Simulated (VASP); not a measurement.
A run of VASP 6.6.1:

File INCAR:

```
  PREC = Accurate
  ENCUT = 600
  EDIFF = 1E-7
  ISMEAR = 0
  SIGMA = 0.1
  LREAL = False
  LASPH = True
  NELM = 100
  ALGO = Normal
  ISIF = 3
  LWAVE = False
  LCHARG = False
  GGA = PE
  IBRION = 2
  NSW = 90
  EDIFFG = -0.04
```

Contents of KPOINTS:

```
Automatic mesh
0
Gamma
  6 6 6
```

The input POSCAR:

```
CaOs
1.0
    1.8016027900      1.0401558500      5.1213194500
   -1.8016027900      1.0401558500      5.1213194500
    0.0000000000     -2.0803117100      5.1213194500
Ca Os
1 1
Direct
    0.0000000000      0.0000000000      0.0000000000
    0.5000000000      0.5000000000      0.5000000000
```

Potentials or basis: VASP PAW PBE potentials, release 64 (Ca_sv, Os).

Command:

```bash
$ cat potpaw_PBE.64/Ca_sv/POTCAR potpaw_PBE.64/Os/POTCAR > POTCAR
$ mpirun -np 1 vasp_std > vasp.out
```

Hardware: 1 thread of Intel(R) Xeon(R) 6975P-C (Granite Rapids) (shared host).

Estimate the wall time of this run.

Wall time 3.5 min on 1 thread of Intel(R) Xeon(R) 6975P-C (Granite Rapids) (shared host), peak memory 0.39 GiB. Counts: scf iterations 80, k points 32, ion steps 7.
